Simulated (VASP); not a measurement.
Write the native input for VASP 6.6.1 that does the following.

| Property | Result |
| --- | --- |
| Task | single point |
| Functional | PBE |
| Potentials or basis | VASP PAW PBE potentials, release 64 (As) |
| Cutoff | 520 eV |
| k mesh | 6 × 8 × 1 |
| Occupations | fermi-dirac, width 0.02 eV |
| Spin | no spin polarisation |
| Dipole correction | yes |
| Further INCAR settings | ALGO = Normal; EDIFF = 1e-06; NBANDS = 18 |

The structure of As lies in POSCAR:

```
As
1.0
    4.6871599937      0.0000000000      0.0000000000
    0.0000000000      3.6338992309      0.0000000000
    0.0000000000      0.0000000000     28.2703730404
As
4
Direct
    0.0720158480      0.0000000000      0.3779673902
    0.4279841520      0.5000000000      0.3779673902
    0.5720158480      0.5000000000      0.2941142967
    0.9279841520      0.0000000000      0.2941142967
```

This cell differs from its parent crystal: uniaxial x strain -2.5%.

These files were run (other wordings do the same):

INCAR

```
PREC = Accurate ; ENCUT = 520
EDIFF = 1E-6 ; ISMEAR = -1
SIGMA = 0.02 ; LREAL = False
LASPH = True ; NELM = 60
ALGO = Normal ; ISIF = 2
LWAVE = False ; LCHARG = True
LDIPOL = True ; IDIPOL = 3
DIPOL = 0.5 0.5 0.336 ; GGA = PE
LELF = True ; LVHAR = True
LVACPOTAV = True ; NBANDS = 18
```

KPOINTS

```
Automatic mesh
0
Gamma
  6 8 1
```

Potentials or basis: VASP PAW PBE potentials, release 64 (As).

Command:

```bash
$ cat potpaw_PBE.64/As/POTCAR > POTCAR
$ mpirun -np 1 vasp_std > vasp.out
```

It gave:

* Largest force: 0.419 eV/Å
* Band gap on the k mesh: 0.77 eV (least direct gap 0.78 eV)

Caveat: the cell differs from its parent crystal (uniaxial x strain -2.5%); semilocal functionals underestimate gaps, and a narrow one can read as zero.

Wall time 110 s on 1 thread of Intel(R) Xeon(R) 6975P-C (Granite Rapids) (shared host), peak memory 0.53 GiB.
